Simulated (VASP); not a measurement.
The system is Si2O.

```
Si O
1.0
    -3.27166    3.35906    1.95411
     3.27166   -3.35906    1.95411
     3.27166    3.35906   -1.95411
Si O
4 2
Direct
  0.81541 0.06765 0.92095
  0.81541 0.39446 0.24776
  0.14670 0.89446 0.07905
  0.14670 0.56765 0.75224
  0.56223 0.78789 0.27434
  0.51355 0.28789 0.72566
```

- Program: VASP 6.6.1
- Task: relaxation of cell and atoms
- Functional: PBE
- Potentials or basis: VASP PAW PBE potentials, release 64 (Si, O)
- Cutoff: 600 eV
- k mesh: 6 × 6 × 6
- Occupations: gaussian, width 0.1 eV
- Spin: no spin polarisation

At the start: pressure 8.3 GPa; volume 14.32 Å³/atom.

Where does the relaxation end?

Over 36 steps the energy falls by 1290.4 meV/atom and the volume is 16.95 Å³/atom (+18.4 %); space group Ima2 (No. 46, to 0.1 Å) before, Imma (No. 74, to 0.1 Å).

Step by step:
```csv
step,energy change (eV),largest force (eV/Å),pressure (GPa),volume (Å³)
1,0.0000,3.9216,8.34,85.90
2,-1.1141,1.5233,-5.36,95.24
3,-1.2927,1.2801,-4.01,92.20
4,-1.9747,1.8699,0.05,88.63
5,-2.8717,2.8414,21.41,77.31
6,-2.9744,2.2513,14.56,80.19
7,-3.1443,2.3067,14.60,80.07
8,-3.5551,2.4501,15.12,79.65
9,-3.9466,2.9782,16.76,78.46
10,-4.0447,3.8388,31.94,74.74
11,-4.5330,3.0779,29.00,76.20
12,-4.9351,1.5662,23.95,79.61
13,-5.3974,1.3010,17.90,81.90
14,-6.2407,1.9839,4.05,88.98
15,-6.2916,2.7272,-10.45,104.08
16,-6.4899,2.4513,-5.23,97.09
17,-6.9327,1.9702,-4.09,98.39
18,-7.4268,0.6142,0.16,101.22
19,-7.4336,0.4552,0.83,101.55
20,-7.5179,0.4881,-0.20,102.39
21,-7.6084,0.6820,-2.46,104.40
22,-7.6762,0.2767,-0.51,103.37
23,-7.6855,0.3300,0.60,102.81
24,-7.7126,0.2224,-0.20,102.73
25,-7.7155,0.1843,-0.57,102.68
26,-7.7226,0.2009,0.07,102.14
27,-7.7236,0.2283,0.44,101.85
28,-7.7298,0.1359,0.05,101.81
29,-7.7309,0.0782,-0.23,101.78
30,-7.7366,0.0753,0.10,101.54
31,-7.7382,0.1111,0.41,101.33
32,-7.7410,0.0516,-0.14,101.61
33,-7.7410,0.0588,-0.18,101.63
34,-7.7422,0.0482,0.11,101.59
35,-7.7423,0.0429,0.07,101.60
36,-7.7425,0.0330,-0.03,101.67
```

Final structure:
```
CELL_PARAMETERS angstrom
-4.41932 4.17617 1.37721
4.41932 -4.17617 1.37721
4.41932 4.17617 -1.37721
ATOMIC_POSITIONS crystal
Si 0.70942 0.90504 0.95133
Si 0.70942 0.25808 0.30438
Si 0.95370 0.75808 0.04867
Si 0.95370 0.40504 0.69562
O 0.78663 0.08688 0.19974
O 0.88714 0.58688 0.80026
```

Caveat: the volume moved by over 15 % at a fixed basis, so the end points are rough.
